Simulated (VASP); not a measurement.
# ZnS (F-43m) in VASP: a series of runs, part 2 of 2

VASP 6.6.1. The steps go on from the part before.

## 3. Vibrations by perturbation theory, LDA

This run uses another cell than the first one, of 18.57 Å³/atom, 1.020 times its volume.

The input, INCAR:

```
SYSTEM = ZnS
PREC = Accurate ; ENCUT = 520
EDIFF = 1E-8 ; ISMEAR = 0
SIGMA = 0.01 ; LREAL = .FALSE.
LASPH = .TRUE. ; NELM = 100
ALGO = Normal ; ISIF = 2
LWAVE = .FALSE. ; LCHARG = .FALSE.
IBRION = 8 ; NSW = 1
LEPSILON = .TRUE.
```

The input, KPOINTS:

```
regular mesh
0
G
  10 10 10
  0 0 0
```

The input, POSCAR:

```
ZnS
1.0
    0.0000000000      2.6483447028      2.6483447028
    2.6483447028      0.0000000000      2.6483447028
    2.6483447028      2.6483447028      0.0000000000
Zn S
1 1
Direct
    0.0000000000      0.0000000000      0.0000000000
    0.7500000000      0.7500000000      0.7500000000
```

Potentials or basis: VASP PAW LDA potentials, release 64 (Zn, S).

The run is started by

```bash
> cat potpaw_LDA.64/Zn/POTCAR potpaw_LDA.64/S/POTCAR > POTCAR
> mpirun -np 1 vasp_std > vasp.out
```

OUTCAR:

```text
SYSTEM = ZnS
   PREC = Accurate
   ENCUT = 520
   EDIFF = 1E-8
   ISMEAR = 0
   LREAL = .FALSE.
   LASPH = .TRUE.
   NELM = 100
   ISIF = 2
   IBRION = 8
   NSW = 1
   LEPSILON = .TRUE.

 ion  position               nearest neighbor table
   1  0.000  0.000  0.000-   2 2.29   2 2.29   2 2.29   2 2.29
   2  0.750  0.750  0.750-   1 2.29   1 2.29   1 2.29   1 2.29

  LATTYP: Found a face centered cubic cell.
 ALAT       =     5.2966894056

[... 711 lines left out ...]
      3.972517  3.972517  3.972517     0.000000    0.000000    0.817513
[... 21 lines left out ...]
   6 f/i=    0.024665 THz     0.154975 2PiTHz    0.822740 cm-1     0.102007 meV
             X         Y         Z           dx          dy          dz
      0.000000  0.000000  0.000000    -0.816316   -0.044232    0.000000
      3.972517  3.972517  3.972517    -0.575066   -0.031160    0.000000

--------------------------------------------------------------------------------------------------------

 MACROSCOPIC STATIC DIELECTRIC TENSOR IONIC CONTRIBUTION
 ------------------------------------------------------
           2.617431    -0.000000     0.000000
          -0.000000     2.617431     0.000000
           0.000000     0.000000     2.617431
 ------------------------------------------------------

 ELASTIC MODULI CONTR FROM IONIC RELAXATION (kBar)
 Direction    XX          YY          ZZ          XY          YZ          ZX
 --------------------------------------------------------------------------------
 XX          -0.0000      0.0000      0.0000     -0.0000     -0.0000     -0.0000
 YY           0.0000     -0.0000     -0.0000     -0.0000      0.0000     -0.0000
 ZZ           0.0000     -0.0000     -0.0000     -0.0000      0.0000     -0.0000
 XY          -0.0000     -0.0000     -0.0000   -278.2454     -0.0000     -0.0000
 YZ          -0.0000      0.0000      0.0000     -0.0000   -278.2454      0.0000
 ZX          -0.0000     -0.0000     -0.0000     -0.0000      0.0000   -278.2454
 --------------------------------------------------------------------------------

 PIEZOELECTRIC TENSOR IONIC CONTR  for field in x, y, z        (C/m^2)
          XX          YY          ZZ          XY          YZ          ZX
  --------------------------------------------------------------------------------
  x    -0.00000     0.00000     0.00000    -0.00000    -0.80302     0.00000
  y    -0.00000    -0.00000    -0.00000    -0.00000     0.00000    -0.80302
  z    -0.00000    -0.00000    -0.00000    -0.80302    -0.00000    -0.00000
```

stdout:

```text
POSCAR found type information on POSCAR ZnS
 POSCAR found :  2 types and       2 ions
 scaLAPACK will be used
 LDA part: xc-table for (Slater(with rela. corr.)+CA(PZ))
 , standard interpolation
 POSCAR, INCAR and KPOINTS ok, starting setup
 FFT: planning ... GRIDC
 FFT: planning ... GRID_SOFT
 FFT: planning ... GRID
[... 24 lines left out ...]
 Linear response to external field, progress :
  Direction:   3
 dielectric tensor                  component  3 :     0.818     0.969     6.149
 Linear response DOF=           2
 Linear response progress:
 first order change of Fermi-energy  -0.37646E+00
 force on displaced ion       1 direction 1 :  -6.846   0.000   0.000
 Born effective charge ion    1 direction 1 :   1.910   0.000   0.000
 Linear response progress:
 first order change of Fermi-energy   0.37672E+00
 force on displaced ion       2 direction 1 :  -6.765  -0.000  -0.000
 Born effective charge ion    2 direction 1 :  -1.914   0.000   0.000
 Born effective charges drift removed
 Linear response finished
```

Wall time 8.9 min (1 thread of Intel Xeon 6975P-C (Granite Rapids), shared host); peak memory 0.32 GiB.

Results:

```
Electronic dielectric tensor (diagonal)                 : 6.15
Born charges (mean of the diagonal)                     : Zn +1.91; S -1.91 e
Highest phonon frequency at Γ, LO-TO splitting left out : 293 cm⁻¹
```

Phonon frequencies in cm⁻¹ (negative: imaginary):
```tsv
q point	frequencies
(0.000, 0.000, 0.000)	-1 -1 -1 293 293 293
```

Electronic dielectric tensor:
```
6.15 0.00 0.00
0.00 6.15 0.00
0.00 0.00 6.15
```

Born effective charge tensors (e):
atom 1, Zn
```
1.91 0.00 0.00
0.00 1.91 0.00
0.00 0.00 1.91
```
atom 2, S
```
-1.91  0.00  0.00
 0.00 -1.91  0.00
 0.00  0.00 -1.91
```

## 4. Vibrations by perturbation theory, LDA

This run uses another cell than the first one, of 18.79 Å³/atom, 1.032 times its volume.

The input, INCAR:

```
SYSTEM = ZnS
PREC = Accurate ; ENCUT = 520
EDIFF = 1E-8 ; ISMEAR = 0
SIGMA = 0.01 ; LREAL = .False.
LASPH = .True. ; NELM = 80
ALGO = Normal ; ISIF = 2
LWAVE = .False. ; LCHARG = .False.
GGA = CA ; IBRION = 8
NSW = 1 ; LEPSILON = .True.
```

The input, KPOINTS:

```
regular mesh
0
Gamma
  10 10 10
  0 0 0
```

The input, POSCAR:

```
ZnS
1.0
    0.0000000000      2.6587392433      2.6587392433
    2.6587392433      0.0000000000      2.6587392433
    2.6587392433      2.6587392433      0.0000000000
Zn S
1 1
Direct
    0.0000000000      0.0000000000      0.0000000000
    0.7500000000      0.7500000000      0.7500000000
```

Potentials or basis: VASP PAW LDA potentials, release 64 (Zn, S).

The run is started by

```bash
> cat potpaw_LDA.64/Zn/POTCAR potpaw_LDA.64/S/POTCAR > POTCAR
> mpirun -np 1 vasp_std > vasp.out
```

OUTCAR:

```text
SYSTEM = ZnS
   PREC = Accurate
   ENCUT = 520
   EDIFF = 1E-8
   ISMEAR = 0
   LREAL = .False.
   LASPH = .True.
   NELM = 80
   ISIF = 2
   GGA = CA
   IBRION = 8
   NSW = 1
   LEPSILON = .True.

 ion  position               nearest neighbor table
   1  0.000  0.000  0.000-   2 2.30   2 2.30   2 2.30   2 2.30
   2  0.750  0.750  0.750-   1 2.30   1 2.30   1 2.30   1 2.30

  LATTYP: Found a face centered cubic cell.
[... 713 lines left out ...]
      3.988109  3.988109  3.988109     0.000000    0.000000    0.817280
[... 21 lines left out ...]
   6 f/i=    0.027662 THz     0.173804 2PiTHz    0.922695 cm-1     0.114400 meV
             X         Y         Z           dx          dy          dz
      0.000000  0.000000  0.000000     0.000000    0.000000    0.817280
      3.988109  3.988109  3.988109     0.000000    0.000000    0.576241

--------------------------------------------------------------------------------------------------------

 MACROSCOPIC STATIC DIELECTRIC TENSOR IONIC CONTRIBUTION
 ------------------------------------------------------
           2.737475    -0.000000     0.000000
          -0.000000     2.737475    -0.000000
           0.000000    -0.000000     2.737475
 ------------------------------------------------------

 ELASTIC MODULI CONTR FROM IONIC RELAXATION (kBar)
 Direction    XX          YY          ZZ          XY          YZ          ZX
 --------------------------------------------------------------------------------
 XX          -0.0000      0.0000      0.0000     -0.0000      0.0000     -0.0000
 YY           0.0000     -0.0000     -0.0000     -0.0000     -0.0000      0.0000
 ZZ           0.0000     -0.0000     -0.0000      0.0000     -0.0000     -0.0000
 XY          -0.0000     -0.0000      0.0000   -246.9262     -0.0000      0.0000
 YZ           0.0000     -0.0000     -0.0000     -0.0000   -246.9262      0.0000
 ZX          -0.0000      0.0000     -0.0000      0.0000      0.0000   -246.9262
 --------------------------------------------------------------------------------

 PIEZOELECTRIC TENSOR IONIC CONTR  for field in x, y, z        (C/m^2)
          XX          YY          ZZ          XY          YZ          ZX
  --------------------------------------------------------------------------------
  x     0.00000    -0.00000    -0.00000    -0.00000    -0.77363     0.00000
  y    -0.00000     0.00000    -0.00000     0.00000     0.00000    -0.77363
  z    -0.00000    -0.00000     0.00000    -0.77363    -0.00000     0.00000
```

OSZICAR:

```text
N       E                     dE             d eps       ncg     rms          rms(c)
DAV:   1     0.892249895910E+02    0.89225E+02   -0.92753E+03  1222   0.170E+03
DAV:   2    -0.239468045149E+01   -0.91620E+02   -0.87143E+02  1312   0.290E+02
DAV:   3    -0.855899337420E+01   -0.61643E+01   -0.61358E+01  1492   0.756E+01
DAV:   4    -0.864132083377E+01   -0.82327E-01   -0.82293E-01  1412   0.915E+00
[... 178 lines left out ...]
RMM:   9    -0.103802828171E+00    0.76273E-06    0.37621E-08  7764   0.163E-04    0.569E-05
RMM:  10    -0.103803016097E+00   -0.18793E-06    0.12834E-08  7960   0.670E-05    0.893E-06
RMM:  11    -0.103803077685E+00   -0.61588E-07    0.15308E-08  7939   0.284E-05    0.713E-06
RMM:  12    -0.103803060682E+00    0.17003E-07    0.20477E-08  7274   0.111E-05    0.385E-07
RMM:  13    -0.103803060196E+00    0.48531E-09    0.46312E-09  4908   0.559E-06    0.313E-07
 Linear response finished
```

It took 5.8 min on 1 thread of Intel Xeon Platinum 8488C (Sapphire Rapids), shared host; peak memory 0.32 GiB.

What came out:

* Electronic dielectric tensor (diagonal): 6.16
* Born charges (mean of the diagonal): Zn +1.93; S -1.93 e
* Highest phonon frequency at Γ, LO-TO splitting left out: 287 cm⁻¹

Phonon frequencies in cm⁻¹ (negative: imaginary):
```
              q point           frequencies
(0.000, 0.000, 0.000)  -1 -1 -1 287 287 287
```

Electronic dielectric tensor:
```
6.16 0.00 0.00
0.00 6.16 0.00
0.00 0.00 6.16
```

Born effective charge tensors (e):
atom 1, Zn
```
1.93 0.00 0.00
0.00 1.93 0.00
0.00 0.00 1.93
```
atom 2, S
```
-1.93  0.00  0.00
 0.00 -1.93  0.00
 0.00  0.00 -1.93
```
